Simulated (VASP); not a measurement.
# Eu (Fm-3m) in VASP: single point with PBE

Aim: the single point of Eu with PBE.

Everything below comes from runs of VASP 6.6.1. Logs are shortened: lines on timing, memory, paths and dates and some standing lists are left out, and cuts for length are marked.

## Step 1: The cell of the first run

It takes space group Fm-3m (No. 225, cubic). The conventional cell has a = 5.579 Å, b = 5.579 Å, c = 5.579 Å, α = 90.00°, β = 90.00°, γ = 90.00°. Within 5.2 Å of Eu (site symmetry m-3m) lie 12 Eu at 3.94 Å.

This isn't the form of Eu at room conditions, which is bcc.

## Step 2: Single point, PBE, collinear spin, ferromagnetic start

INCAR reads:

```
SYSTEM = Eu
PREC = Accurate
ENCUT = 520
EDIFF = 1E-7
ISMEAR = -1
SIGMA = 0.05
LREAL = .FALSE.
LASPH = .TRUE.
NELM = 150
ALGO = Normal
ISIF = 2
LWAVE = .FALSE.
LCHARG = .FALSE.
ISPIN = 2
MAGMOM = 7.2
LORBIT = 11
LMAXMIX = 6
GGA = PE
NBANDS = 18
```

KPOINTS reads:

```
regular mesh
0
G
  8 8 8
  0 0 0
```

POSCAR reads:

```
Eu
1.0
    0.0000000000      2.7893026914      2.7893026914
    2.7893026914      0.0000000000      2.7893026914
    2.7893026914      2.7893026914      0.0000000000
Eu
1
Direct
    0.0000000000      0.0000000000      0.0000000000
```

Potentials or basis: VASP PAW PBE potentials, release 64 (Eu).

Run with:

```sh
$ cat potpaw_PBE.64/Eu/POTCAR > POTCAR
$ mpirun -np 1 vasp_std > vasp.out
```

OUTCAR:

```text
SYSTEM = Eu
   PREC = Accurate
   ENCUT = 520
   EDIFF = 1E-7
   ISMEAR = -1
   LREAL = .FALSE.
   LASPH = .TRUE.
   NELM = 150
   ISIF = 2
   ISPIN = 2
   LORBIT = 11
   GGA = PE

 ion  position               nearest neighbor table
   1  0.000  0.000  0.000-

  LATTYP: Found a face centered cubic cell.
 ALAT       =     5.5786053828

  Lattice vectors:

 A1 = (   0.0000000000,   2.7893026914,   2.7893026914)
 A2 = (   2.7893026914,   0.0000000000,   2.7893026914)
 A3 = (   2.7893026914,   2.7893026914,   0.0000000000)

Analysis of symmetry for initial positions (statically):
=====================================================================
 Subroutine PRICEL returns:
 Original cell was already a primitive cell.

 Routine SETGRP: Setting up the symmetry group for a
 face centered cubic supercell.

 Subroutine GETGRP returns: Found 48 space group operations
 (whereof 48 operations were pure point group operations)
 out of a pool of 48 trial point group operations.

The static configuration has the point symmetry O_h .

Analysis of symmetry for dynamics (positions and initial velocities):
=====================================================================
 Subroutine PRICEL returns:
 Original cell was already a primitive cell.

 Routine SETGRP: Setting up the symmetry group for a
 face centered cubic supercell.

 Subroutine GETGRP returns: Found 48 space group operations
 (whereof 48 operations were pure point group operations)
 out of a pool of 48 trial point group operations.

The dynamic configuration has the point symmetry O_h .

Analysis of structural, dynamic, and magnetic symmetry:
=====================================================================
 Subroutine PRICEL returns:
 Original cell was already a primitive cell.

 Routine SETGRP: Setting up the symmetry group for a
 face centered cubic supercell.

 Subroutine GETGRP returns: Found 48 space group operations
 (whereof 48 operations were pure point group operations)
 out of a pool of 48 trial point group operations.

The overall configuration has the point symmetry O_h .

 Subroutine INISYM returns: Found 48 space group operations
 (whereof 48 operations are pure point group operations),
 and found     1 'primitive' translations

----------------------------------------------------------------------------------------

                                     Primitive cell

  volume of cell :      43.4027

  direct lattice vectors                    reciprocal lattice vectors
     0.000000000  2.789302691  2.789302691    -0.179256271  0.179256271  0.179256271
[... 101 lines left out ...]
   IALGO  =     38    algorithm
   IMIX   =      4    mixing-type and parameters
     AMIX     =   0.40;   BMIX     =  1.00
     AMIX_MAG =   1.60;   BMIX_MAG =  1.00
  volume/ion in A,a.u.               =      43.40       292.90
  Fermi-wavevector in a.u.,A,eV,Ry     =   1.197803  2.263520 19.520723  1.434733
  Thomas-Fermi vector in A             =   2.333709
   LORBIT       =     11    0 simple, 1 ext, 2 COOP (PROOUT), +10 PAW based schemes
   GGA     = PE    functional components
   LHFCALC =     F    Hartree Fock is set to
   AEXX    =    0.0000 exact exchange contribution
   IVDW    =     0    specifies the selected vdW correction
   LEPSILON=     F    determine dielectric tensor
   LRPA    =     F    only Hartree local field effects (RPA)
 spin polarized calculation
  energy-cutoff  :      520.00
  volume of cell :       43.40
 maximum number of plane-waves:      1211
 NGX is ok and might be reduce to    30
   NGX = 15   NGY = 15   NGZ = 15

 number of electron      17.0000004 magnetization       7.5248361

 Free energy of the ion-electron system (eV)
  ---------------------------------------------------
  ext. energy  EPLUGINS =         0.00000000
  ---------------------------------------------------
  free energy    TOTEN  =       -11.46598028 eV

  energy without entropy =      -11.45339935  energy(sigma->0) =      -11.45968982

 E-fermi :   1.9339     XC(G=0):  -8.6860

 val. band max:        1.9153280494   @ k =   0.5000   0.3750   0.1250
 cond. band min:       1.9810767239   @ k =  -0.3750   0.2500   0.1250
 fundamental gap:      0.0657486745
 Fermi energy:         1.9339142080

 spin component 1

 k-point     1 :       0.0000    0.0000    0.0000
  band No.  band energies     occupation
      1     -39.6878      1.00000
      2     -18.2684      1.00000
      3     -18.2684      1.00000
      4     -18.2684      1.00000
      5      -2.4355      1.00000
      6       1.3770      0.99999
[... 493 lines left out ...]
     17       7.6068      0.00000
     18       7.9022      0.00000

 [... further k-points ...]

 spin component 2

 k-point     1 :       0.0000    0.0000    0.0000
  band No.  band energies     occupation
      1     -36.5261      1.00000
      2     -15.8945      1.00000
      3     -15.8945      1.00000
      4     -15.8945      1.00000
      5      -1.4689      1.00000
      6       4.8518      0.00000
[... 493 lines left out ...]
     17       8.9784      0.00000
     18       9.2904      0.00000

 [... further k-points ...]

------------------------ aborting loop because EDIFF is reached ----------------------------------------

  FORCE on cell =-STRESS in cart. coord.  units (eV):
  Direction    XX          YY          ZZ          XY          YZ          ZX
  --------------------------------------------------------------------------------------
  -------------------------------------------------------------------------------------
  Total       -0.2352828     -0.2352828     -0.2352828      0.0000000      0.0000000      0.0000000
  in kB       -8.6852806     -8.6852806     -8.6852806      0.0000000      0.0000000      0.0000000
  external PRESSURE =      -8.6852806 kB  Pullay stress =       0.0000000 kB

 VOLUME and BASIS-vectors are now :
 -----------------------------------------------------------------------------
  energy-cutoff  :      520.00
  volume of cell :       43.40
      direct lattice vectors                 reciprocal lattice vectors
     0.000000000  2.789302691  2.789302691    -0.179256271  0.179256271  0.179256271
     2.789302691  0.000000000  2.789302691     0.179256271 -0.179256271  0.179256271
     2.789302691  2.789302691  0.000000000     0.179256271  0.179256271 -0.179256271

 POSITION                                       TOTAL-FORCE (eV/Angst)
 -----------------------------------------------------------------------------------
      0.00000      0.00000      0.00000         0.000000      0.000000      0.000000
 -----------------------------------------------------------------------------------
    total drift:                               -0.000000     -0.000000      0.000000

  FREE ENERGIE OF THE ION-ELECTRON SYSTEM (eV)
  ---------------------------------------------------
  free  energy   TOTEN  =       -11.4659802772 eV

  energy  without entropy=      -11.4533993539  energy(sigma->0) =      -11.45968982

 total charge

# of ion       s       p       d       f       tot
--------------------------------------------------
    1        2.082   5.709   0.300   6.639  14.731

 magnetization (x)

# of ion       s       p       d       f       tot
--------------------------------------------------
    1       -0.000  -0.089   0.186   6.638   6.734
```

OSZICAR:

```text
N       E                     dE             d eps       ncg     rms          rms(c)
DAV:   1     0.103753062979E+03    0.10375E+03   -0.65767E+03  2642   0.405E+03
DAV:   2     0.815616602353E+01   -0.95597E+02   -0.85091E+02  2644   0.278E+02
DAV:   3    -0.752702760262E+01   -0.15683E+02   -0.15368E+02  3184   0.100E+02
DAV:   4    -0.910202777491E+01   -0.15750E+01   -0.15676E+01  4070   0.243E+01
DAV:   5    -0.918026701680E+01   -0.78239E-01   -0.78124E-01  3638   0.627E+00    0.287E+01
DAV:   6    -0.124219841063E+02   -0.32417E+01   -0.30237E+00  2830   0.166E+01    0.200E+01
DAV:   7    -0.115215025053E+02    0.90048E+00   -0.11671E+00  3354   0.201E+01    0.116E+01
DAV:   8    -0.114873868771E+02    0.34116E-01   -0.52650E-01  3052   0.178E+01    0.549E+00
DAV:   9    -0.114770136014E+02    0.10373E-01   -0.13081E-01  3406   0.751E+00    0.232E+00
DAV:  10    -0.114659845333E+02    0.11029E-01   -0.19085E-02  3590   0.228E+00    0.152E+00
DAV:  11    -0.114667694501E+02   -0.78492E-03   -0.27362E-03  3820   0.576E-01    0.125E+00
DAV:  12    -0.114658889136E+02    0.88054E-03   -0.37742E-03  3312   0.128E+00    0.248E-01
DAV:  13    -0.114659866226E+02   -0.97709E-04   -0.26270E-04  3518   0.229E-01    0.240E-01
DAV:  14    -0.114659810785E+02    0.55441E-05   -0.53403E-05  3842   0.115E-01    0.170E-01
DAV:  15    -0.114659803283E+02    0.75026E-06   -0.14992E-05  3100   0.841E-02    0.879E-02
DAV:  16    -0.114659802993E+02    0.28936E-07   -0.43567E-06  3862   0.459E-02    0.107E-02
DAV:  17    -0.114659802772E+02    0.22172E-07   -0.96023E-07  3604   0.152E-02
   1 F= -.11465980E+02 E0= -.11459690E+02  d E =-.125809E-01  mag=     7.5248
```

It took 1.8 min on 1 thread of Intel Xeon 8259CL, shared host; peak memory 0.22 GiB.

What came out:

- Free energy: -11.4660 eV
- Pressure: -0.9 GPa
- Net moment: 7.52 μB per cell
- Site moments: Eu +6.73 μB
- Valence electrons inside the program's atomic spheres: Eu 14.73

Levels at points of the mesh, in eV from the Fermi level:
Spin up:
```csv
k point,band 9,band 10,band 11,band 12,band 13,band 14,band 15,band 16
"(0.00, 0.00, 0.00)",-0.45,-0.35,-0.35,-0.35,1.76,1.76,1.76,3.62
"(0.50, 0.00, 0.00)",-0.43,-0.34,-0.34,-0.34,0.53,1.62,1.62,4.97
"(0.50, 0.50, 0.00)",-0.47,-0.45,-0.36,-0.36,-0.34,1.74,5.00,5.35
```
Spin down:
| k point | band 3 | band 4 | band 5 | band 6 | band 7 | band 8 |
| --- | --- | --- | --- | --- | --- | --- |
| (0.00, 0.00, 0.00) | -17.83 | -17.83 | -3.40 | 2.92 | 2.92 | 2.92 |
| (0.50, 0.00, 0.00) | -17.89 | -17.89 | -0.77 | 1.44 | 2.69 | 2.69 |
| (0.50, 0.50, 0.00) | -18.01 | -18.01 | -0.59 | 0.49 | 2.71 | 4.17 |

Caveat: spin-orbit coupling is left out, which moves the levels of the heavy elements; semilocal functionals describe open f shells poorly, which spoils levels, moments and volumes.
